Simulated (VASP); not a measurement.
Wanted: the native input for a VASP 6.6.1 run.

```
Task                   : single point
Functional             : r2SCAN
Potentials or basis    : VASP PAW PBE potentials, release 64 (As)
Cutoff                 : 520 eV
k mesh                 : 16 × 16 × 16
Occupations            : gaussian, width 0.1 eV
Spin                   : no spin polarisation
Dipole correction      : no
Further INCAR settings : ALGO = Normal; EDIFF = 1e-06; NBANDS = 8
```

Crystal: As.

```
As
1.0
     2.70500    0.00000    0.00000
     0.00000    2.70500    0.00000
     0.00000    0.00000    2.70500
As
1
Cartesian
  0.0000 0.0000 0.0000
```

This isn't the form of As at room conditions, which is rhombohedral.

These files were run (other wordings do the same):

POSCAR

```
As
1.0
    2.7049984542      0.0000000000      0.0000000000
    0.0000000000      2.7049984542      0.0000000000
    0.0000000000      0.0000000000      2.7049984542
As
1
Direct
    0.0000000000      0.0000000000      0.0000000000
```

INCAR.step1

```
PREC = Accurate
ENCUT = 520
ISMEAR = 0
SIGMA = 0.1
LREAL = F
LASPH = T
NELM = 60
NBANDS = 8
GGA = PE
ALGO = Normal
EDIFF = 1E-4
LWAVE = T
LCHARG = F
```

INCAR.step2

```
PREC = Accurate
ENCUT = 520
EDIFF = 1E-6
ISMEAR = 0
SIGMA = 0.1
LREAL = F
LASPH = T
NELM = 60
ALGO = Normal
ISIF = 2
LWAVE = F
LCHARG = F
METAGGA = R2SCAN
LMIXTAU = T
NBANDS = 8
ISTART = 1
```

KPOINTS

```
Automatic mesh
0
Gamma
  16 16 16
```

Potentials or basis: VASP PAW PBE potentials, release 64 (As).

Run with:

```bash
$ cat potpaw_PBE.64/As/POTCAR > POTCAR
$ cp INCAR.step1 INCAR
$ mpirun -np 1 vasp_std > vasp.out
$ cp INCAR.step2 INCAR
$ mpirun -np 1 vasp_std > vasp.out
```

Results of the run:

| Property | Result |
| --- | --- |
| Pressure | -0.1 GPa |
| Band gap on the k mesh | zero (an odd number of electrons rules out a gap without spin polarisation) |

Caveat: the PAW data sets were made with another functional, which shifts forces and pressure a little.

Run time: 39 s on 1 thread of Intel(R) Xeon(R) Platinum 8488C (Sapphire Rapids) (shared host), peak memory 0.14 GiB.
